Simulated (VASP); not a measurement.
Write the native input for VASP 6.6.1 that does the following.

* Task: single point
* Functional: PBE
* Potentials or basis: VASP PAW PBE potentials, release 64 (B, As)
* Cutoff: 520 eV
* k mesh: 8 × 8 × 8
* Occupations: gaussian, width 0.01 eV
* Spin: no spin polarisation
* Dipole correction: no
* Further INCAR settings: ALGO = Normal; EDIFF = 1e-06; NBANDS = 11

The structure of BAs lies in POSCAR:

```
BAs
1.0
    0.0000000000      2.4353452264      2.4353452264
    2.4353452264      0.0000000000      2.4353452264
    2.4353452264      2.4353452264      0.0000000000
B As
1 1
Direct
    0.0000000000      0.0000000000      0.0000000000
    0.2500000000      0.2500000000      0.2500000000
```

These files were run (other wordings do the same):

INCAR

```
SYSTEM = BAs
PREC = Accurate
ENCUT = 520
EDIFF = 1E-6
ISMEAR = 0
SIGMA = 0.01
LREAL = .FALSE.
LASPH = .TRUE.
NELM = 60
ALGO = Normal
ISIF = 2
LWAVE = .FALSE.
LCHARG = .FALSE.
GGA = PE
NBANDS = 11
```

KPOINTS

```
Automatic mesh
0
G
  8 8 8
  0 0 0
```

Potentials or basis: VASP PAW PBE potentials, release 64 (B, As).

Command:

```sh
$ cat potpaw_PBE.64/B/POTCAR potpaw_PBE.64/As/POTCAR > POTCAR
$ mpirun -np 1 vasp_std > vasp.out
```

Results of the run:

The pressure is -4.1 GPa and the band gap on the k mesh is 1.24 eV, indirect (least direct gap 3.21 eV).

Run time: 5.5 s on 1 thread of Intel Xeon 6975P-C, with other jobs on the host, peak memory 0.16 GiB.
